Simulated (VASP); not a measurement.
# Al (P6_3/mmc) in VASP: further runs

The runs below take Al through single point, with LDA.

Program: VASP 6.6.1. These are calculated values, not measurements. Logs are shortened: lines on timing, memory, paths and dates and some standing lists are left out, and cuts for length are marked.

## 1. The cell of the first run

The structure is hexagonal, space group P6_3/mmc (No. 194). Conventional cell: a = 2.836 Å, b = 2.836 Å, c = 4.573 Å, α = 90.00°, β = 90.00°, γ = 120.00°. Al (site symmetry -6m2) has 12 Al at 2.81 to 2.84 Å within 3.7 Å.

## 2. Single point, LDA

The input, INCAR:

```
SYSTEM = Al
ALGO     = Normal         ! electronic algorithm
EDIFF    = 1E-6           ! SCF threshold, eV
ENCUT    = 520            ! plane-wave cutoff, eV
ISIF     = 2              ! what is computed and relaxed
ISMEAR   = -1             ! smearing method
LASPH    = .TRUE.         ! aspherical terms in the spheres
LCHARG   = .FALSE.        ! write CHGCAR
LREAL    = .FALSE.        ! projectors in reciprocal space
LWAVE    = .FALSE.        ! write WAVECAR
NBANDS   = 10             ! bands
NELM     = 60             ! most SCF steps
PREC     = Accurate       ! precision mode
SIGMA    = 0.1            ! smearing width, eV
```

The input, KPOINTS:

```
k-points
0
G
  13 13 7
  0 0 0
```

The input, POSCAR:

```
Al
1.0
    2.8359830124      0.0000000000      0.0000000000
   -1.4179915062      2.4560333335      0.0000000000
    0.0000000000      0.0000000000      4.5733534749
Al
2
Direct
    0.3333333333      0.6666666667      0.2500000000
    0.6666666667      0.3333333333      0.7500000000
```

Potentials or basis: VASP PAW LDA potentials, release 64 (Al).

On the command line:

```bash
> cat potpaw_LDA.64/Al/POTCAR > POTCAR
> mpirun -np 1 vasp_std > vasp.out
```

OUTCAR:

```text
SYSTEM = Al
   EDIFF = 1E-6
   ENCUT = 520
   ISIF = 2
   ISMEAR = -1
   LASPH = .TRUE.
   LREAL = .FALSE.
   NELM = 60
   PREC = Accurate

 ion  position               nearest neighbor table
   1  0.333  0.667  0.250-   2 2.81   2 2.81   2 2.81   2 2.81   2 2.81   2 2.81
   2  0.667  0.333  0.750-   1 2.81   1 2.81   1 2.81   1 2.81   1 2.81   1 2.81

  LATTYP: Found a hexagonal cell.
 ALAT       =     2.8359830124
 C/A-ratio  =     1.6126166676

  Lattice vectors:

 A1 = (   2.8359830124,   0.0000000000,   0.0000000000)
 A2 = (  -1.4179915062,   2.4560333335,   0.0000000000)
 A3 = (   0.0000000000,   0.0000000000,   4.5733534749)

Analysis of symmetry for initial positions (statically):
=====================================================================
 Subroutine PRICEL returns:
 Original cell was already a primitive cell.

 Routine SETGRP: Setting up the symmetry group for a
 hexagonal supercell.

 Subroutine GETGRP returns: Found 24 space group operations
 (whereof 12 operations were pure point group operations)
 out of a pool of 24 trial point group operations.

The static configuration has the point symmetry D_3d.
 The point group associated with its full space group is D_6h.

Analysis of symmetry for dynamics (positions and initial velocities):
=====================================================================
 Subroutine PRICEL returns:
 Original cell was already a primitive cell.

 Routine SETGRP: Setting up the symmetry group for a
 hexagonal supercell.

 Subroutine GETGRP returns: Found 24 space group operations
 (whereof 12 operations were pure point group operations)
 out of a pool of 24 trial point group operations.

The dynamic configuration has the point symmetry D_3d.
 The point group associated with its full space group is D_6h.

 Subroutine INISYM returns: Found 24 space group operations
 (whereof 12 operations are pure point group operations),
 and found     1 'primitive' translations

----------------------------------------------------------------------------------------

                                     Primitive cell

  volume of cell :      31.8546

  direct lattice vectors                    reciprocal lattice vectors
     2.835983012  0.000000000  0.000000000     0.352611421  0.203580299  0.000000000
    -1.417991506  2.456033334  0.000000000     0.000000000  0.407160598  0.000000000
     0.000000000  0.000000000  4.573353475     0.000000000  0.000000000  0.218657929

  length of vectors
     2.835983012  2.835983012  4.573353475     0.407160598  0.407160598  0.218657929

  position of ions in fractional coordinates (direct lattice)
     0.333333333  0.666666667  0.250000000
     0.666666667  0.333333333  0.750000000

  ion indices of the primitive-cell ions
   primitive index   ion index
                 1           1
                 2           2

----------------------------------------------------------------------------------------

 KPOINTS: k-points

Automatic generation of k-mesh.
 Grid dimensions read from file:
 generate k-points for:   13   13    7

 Generating k-lattice:

  Cartesian coordinates                     Fractional coordinates (reciprocal lattice)
     0.027123955  0.015660023  0.000000000     0.076923077  0.000000000  0.000000000
     0.000000000  0.031320046  0.000000000     0.000000000  0.076923077  0.000000000
     0.000000000  0.000000000  0.031236847     0.000000000  0.000000000  0.142857143

  Length of vectors
     0.031320046  0.031320046  0.031236847

  Shift w.r.t. Gamma in fractional coordinates (k-lattice)
     0.000000000  0.000000000  0.000000000

 Subroutine IBZKPT returns following result:
 ===========================================

 Found     84 irreducible k-points:

 Following reciprocal coordinates:
            Coordinates               Weight
  0.000000  0.000000  0.000000      1.000000
  0.076923  0.000000  0.000000      6.000000
  0.153846  0.000000  0.000000      6.000000
  0.230769  0.000000  0.000000      6.000000
  0.307692  0.000000  0.000000      6.000000
  0.384615  0.000000  0.000000      6.000000
[... 16 lines left out ...]
  0.076923  0.000000  0.142857     12.000000
  0.153846  0.000000  0.142857     12.000000
 [... further k-points ...]
   k-points           NKPTS =     84   k-points in BZ     NKDIM =     84   number of bands    NBANDS=     10
   number of dos      NEDOS =    301   number of ions     NIONS =      2
   total plane-waves  NPLWV =  20736
   dimension x,y,z NGX =    24 NGY =   24 NGZ =   36
   dimension x,y,z NGXF=    48 NGYF=   48 NGZF=   72
   ions per type =               2
   NGX,Y,Z   is equivalent  to a cutoff of  14.07, 14.07, 13.09 a.u.
   NGXF,Y,Z  is equivalent  to a cutoff of  28.14, 28.14, 26.17 a.u.
 SYSTEM =  Al
   PREC   = accura    normal or accurate (medium, high low for compatibility)
   ISTART =      0    job   : 0-new  1-cont  2-samecut
   ICHARG =      2    charge: 1-file 2-atom 10-const
   ISPIN  =      1    spin polarized calculation?
   LNONCOLLINEAR =      F non collinear calculations
   LSORBIT =      F    spin-orbit coupling
   LASPH  =      T    aspherical Exc in radial PAW
   ENCUT  =  520.0 eV  38.22 Ry    6.18 a.u.   5.27  5.27  8.50*2*pi/ulx,y,z
   NELM   =     60;   NELMIN=  2; NELMDL= -5     # of ELM steps
   EDIFF  = 0.1E-05   stopping-criterion for ELM
   LREAL  =      F    real-space projection
   EDIFFG = 0.1E-04   stopping-criterion for IOM
   NSW    =      0    number of steps for IOM
   IBRION =     -1    ionic relax: 0-MD 1-quasi-New 2-CG
   NFREE  =      0    steps in history (QN), initial steepest desc. (CG)
   ISIF   =      2    stress and relaxation
   ISYM   =      2    0-nonsym 1-usesym 2-fastsym
   POTIM  = 0.5000    time-step for ionic-motion
   TEBEG  =    0.0;   TEEND  =   0.0 temperature during run
   PSTRESS=    0.0 pullay stress
   NELECT =       6.0000    total number of electrons
   NUPDOWN=      -1.0000    fix difference up-down
   EMIN   =  10.00;   EMAX   =-10.00  energy-range for DOS
   EFERMI =   0.00;   METHOD = LEGACY
   ISMEAR =    -1;   SIGMA  =   0.10  broadening in eV -4-tet -1-fermi 0-gaus
   EFERMI_NEDOS =   21; number of points for ismear=-14 and -15
   IALGO  =     38    algorithm
   IMIX   =      4    mixing-type and parameters
     AMIX     =   0.40;   BMIX     =  1.00
     AMIX_MAG =   1.60;   BMIX_MAG =  1.00
  volume/ion in A,a.u.               =      15.93       107.48
  Fermi-wavevector in a.u.,A,eV,Ry     =   0.938428  1.773372 11.981935  0.880647
  Thomas-Fermi vector in A             =   2.065639
   LORBIT       =      0    0 simple, 1 ext, 2 COOP (PROOUT), +10 PAW based schemes
   GGA     = CA    functional components
   LHFCALC =     F    Hartree Fock is set to
   AEXX    =    0.0000 exact exchange contribution
   IVDW    =     0    specifies the selected vdW correction
   LEPSILON=     F    determine dielectric tensor
   LRPA    =     F    only Hartree local field effects (RPA)
 non-spin polarized calculation
  energy-cutoff  :      520.00
  volume of cell :       31.85
 maximum number of plane-waves:       872
 NGX is ok and might be reduce to    24
   NGX = 11   NGY = 11   NGZ = 17

 number of electron       6.0000000 magnetization

 Free energy of the ion-electron system (eV)
  ---------------------------------------------------
  ext. energy  EPLUGINS =         0.00000000
  ---------------------------------------------------
  free energy    TOTEN  =        -8.33147961 eV

  energy without entropy =       -8.30787180  energy(sigma->0) =       -8.31967571

 E-fermi :   8.1658     XC(G=0): -10.4764

 val. band max:        8.1633596394   @ k =   0.3846   0.2308   0.2857
 cond. band min:       8.1802313247   @ k =   0.0769   0.0000   0.2857
 fundamental gap:      0.0168716854
 Fermi energy:         8.1657792768

 k-point     1 :       0.0000    0.0000    0.0000
  band No.  band energies     occupation
      1      -3.1856      2.00000
      2       3.5437      2.00000
      3       3.8741      2.00000
      4      18.6935      0.00000
      5      18.6935      0.00000
      6      19.1294      0.00000
      7      19.1294      0.00000
      8      20.5633      0.00000
      9      22.2770      0.00000
     10      23.1005      0.00000

 k-point     2 :       0.0769    0.0000    0.0000
  band No.  band energies     occupation
      1      -3.0409      2.00000
      2       3.6773      2.00000
      3       4.0151      2.00000
      4      16.3806      0.00000
      5      17.4124      0.00000
      6      18.7770      0.00000
      7      20.6578      0.00000
      8      21.4504      0.00000
      9      22.1719      0.00000
     10      22.4968      0.00000

 k-point     3 :       0.1538    0.0000    0.0000
  band No.  band energies     occupation
      1      -2.6077      2.00000
      2       4.0780      2.00000
      3       4.4346      2.00000
      4      13.5104      0.00000
      5      16.1859      0.00000
      6      17.5826      0.00000
      7      19.5885      0.00000
      8      19.9013      0.00000
      9      21.9218      0.00000
     10      22.3577      0.00000

 k-point     4 :       0.2308    0.0000    0.0000
  band No.  band energies     occupation
      1      -1.8888      2.00000
      2       4.7457      2.00000
      3       5.1185      2.00000
      4      10.7807      0.00000
      5      15.2042      0.00000
      6      16.1950      0.00000
      7      16.9250      0.00000
      8      17.9193      0.00000
      9      21.0831      0.00000
     10      21.3209      0.00000
[... 222 lines left out ...]
 k-point    22 :       0.0000    0.0000    0.1429
  band No.  band energies     occupation
      1      -3.0415      2.00000
      2       1.9044      2.00000
      3       5.7643      2.00000
      4      18.8049      0.00000
      5      18.8049      0.00000
      6      18.9479      0.00000
      7      19.2529      0.00000
      8      19.2529      0.00000
      9      22.3907      0.00000
     10      22.8779      0.00000

 k-point    23 :       0.0769    0.0000    0.1429
  band No.  band energies     occupation
      1      -2.8970      2.00000
      2       2.0435      2.00000
      3       5.8990      2.00000
      4      16.4848      0.00000
      5      17.5323      0.00000
      6      18.5841      0.00000
      7      19.7828      0.00000
      8      20.7462      0.00000
      9      20.9948      0.00000
     10      21.7995      0.00000

 k-point    24 :       0.1538    0.0000    0.1429
  band No.  band energies     occupation
      1      -2.4642      2.00000
      2       2.4596      2.00000
      3       6.3004      2.00000
      4      13.6327      0.00000
      5      16.3072      0.00000
      6      17.4543      0.00000
      7      18.3314      0.00000
      8      20.1745      0.00000
      9      20.5558      0.00000
     10      21.4236      0.00000

 [... further k-points ...]
[... 5 lines left out ...]
  --------------------------------------------------------------------------------------
  -------------------------------------------------------------------------------------
  Total        0.0124970      0.0124970      0.0066811      0.0000000      0.0000000      0.0000000
  in kB        0.6285580      0.6285580      0.3360357      0.0000000      0.0000000      0.0000000
  external PRESSURE =       0.5310506 kB  Pullay stress =       0.0000000 kB

 VOLUME and BASIS-vectors are now :
 -----------------------------------------------------------------------------
  energy-cutoff  :      520.00
  volume of cell :       31.85
      direct lattice vectors                 reciprocal lattice vectors
     2.835983012  0.000000000  0.000000000     0.352611421  0.203580299  0.000000000
    -1.417991506  2.456033334  0.000000000     0.000000000  0.407160598  0.000000000
     0.000000000  0.000000000  4.573353475     0.000000000  0.000000000  0.218657929

 POSITION                                       TOTAL-FORCE (eV/Angst)
 -----------------------------------------------------------------------------------
     -0.00000      1.63736      1.14334         0.000000     -0.000000      0.000000
      1.41799      0.81868      3.43002        -0.000000      0.000000      0.000000
 -----------------------------------------------------------------------------------
    total drift:                               -0.000000      0.000000     -0.000000

  FREE ENERGIE OF THE ION-ELECTRON SYSTEM (eV)
  ---------------------------------------------------
  free  energy   TOTEN  =        -8.3314796120 eV

  energy  without entropy=       -8.3078718024  energy(sigma->0) =       -8.31967571
```

It took 11 s on 1 thread of Intel Xeon 6975P-C, shared host; peak memory 0.14 GiB.

Results:

```
Free energy            : -8.3315 eV
Pressure               : 0.1 GPa
Band gap on the k mesh : zero (band 3 reaches 11.62 eV, above the bottom of band 4 at 5.31 eV)
```

Levels at points of the mesh, in eV from the Fermi level:
| k point | band 1 | band 2 | band 3 | band 4 | band 5 | band 6 | band 7 | band 8 |
| --- | --- | --- | --- | --- | --- | --- | --- | --- |
| (0.00, 0.00, 0.00) | -11.35 | -4.62 | -4.29 | 10.53 | 10.53 | 10.96 | 10.96 | 12.40 |

## 3. Single point, LDA (volume scaled by 0.88)

The input, INCAR:

```
SYSTEM = Al
PREC = Accurate ; ENCUT = 520
EDIFF = 1E-6 ; ISMEAR = -1
SIGMA = 0.1 ; LREAL = .FALSE.
LASPH = .TRUE. ; NELM = 60
ALGO = Normal ; ISIF = 2
LWAVE = .FALSE. ; LCHARG = .FALSE.
GGA = CA ; NBANDS = 10
```

The input, KPOINTS:

```
Automatic mesh
0
G
  14 14 8
  0 0 0
```

The input, POSCAR:

```
Al
1.0
    2.7176770640      0.0000000000      0.0000000000
   -1.3588385320      2.3535773767      0.0000000000
    0.0000000000      0.0000000000      4.3825713306
Al
2
Direct
    0.3333333333      0.6666666667      0.2500000000
    0.6666666667      0.3333333333      0.7500000000
```

Potentials or basis: VASP PAW LDA potentials, release 64 (Al).

On the command line:

```bash
> cat potpaw_LDA.64/Al/POTCAR > POTCAR
> mpirun -np 1 vasp_std > vasp.out
```

Wall time 8.4 s (1 thread of Intel Xeon 6975P-C, shared host); peak memory 0.14 GiB.

Results (log left out):

```
Free energy            : -8.1728 eV
Pressure               : 13.9 GPa
Band gap on the k mesh : zero (band 3 reaches 14.31 eV, above the bottom of band 4 at 6.15 eV)
```

Stress tensor (GPa, compression positive):
```
12.89  0.00  0.00
 0.00 12.89  0.00
 0.00  0.00 15.95
```

Levels at points of the mesh, in eV from the Fermi level:
| k point | band 1 | band 2 | band 3 | band 4 | band 5 | band 6 | band 7 | band 8 |
| --- | --- | --- | --- | --- | --- | --- | --- | --- |
| (0.00, 0.00, 0.00) | -12.29 | -5.15 | -4.48 | 11.61 | 11.61 | 11.66 | 11.66 | 13.06 |
| (0.50, 0.00, 0.00) | -5.85 | -5.81 | 0.60 | 1.33 | 1.53 | 2.16 | 6.16 | 8.34 |
| (0.00, 0.00, 0.50) | -10.39 | -10.39 | 4.00 | 4.00 | 12.57 | 12.57 | 12.57 | 12.57 |
| (0.50, 0.00, 0.50) | -4.45 | -4.45 | -3.47 | -3.47 | 7.74 | 7.74 | 7.96 | 7.96 |
